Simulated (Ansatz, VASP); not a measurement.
## W: VASP beside Ansatz

```xyz
1
Lattice="0.0000 2.0097 2.0300 2.0097 0.0000 2.0300 2.0097 2.0097 0.0000" Properties=species:S:1:pos:R:3 pbc="T T T"
W     0.0000    0.0000    0.0000
```

Change from the starting cell: equal xx and yy strain of -1 %, crystal datasets.

Alike in both runs: task electric field gradients; functional PBE; k mesh 14 × 14 × 14; occupations fermi-dirac, width 0.05 eV; no spin polarisation.

|  | VASP | Ansatz |
| --- | --- | --- |
| version | VASP 6.6.1 | Ansatz 0.2.0 |
| potentials or method | VASP PAW PBE potentials, release 64 (W_sv), cutoff 520 eV | all-electron PAW with datasets made for the crystal, scalar-relativistic |

```tsv
	VASP	Ansatz	Ansatz less VASP
pressure (GPa)	1.4	1.0	-0.42
traceless stress, the component that is largest in VASP (GPa)	2.21	2.21	-0.005
size of Vzz on the site where it differs most (V/Å²)	6.1	4.8	-1.25
```

Ansatz ran all-electron here, and VASP with PAW potentials.

Neither program's run includes spin-orbit coupling.
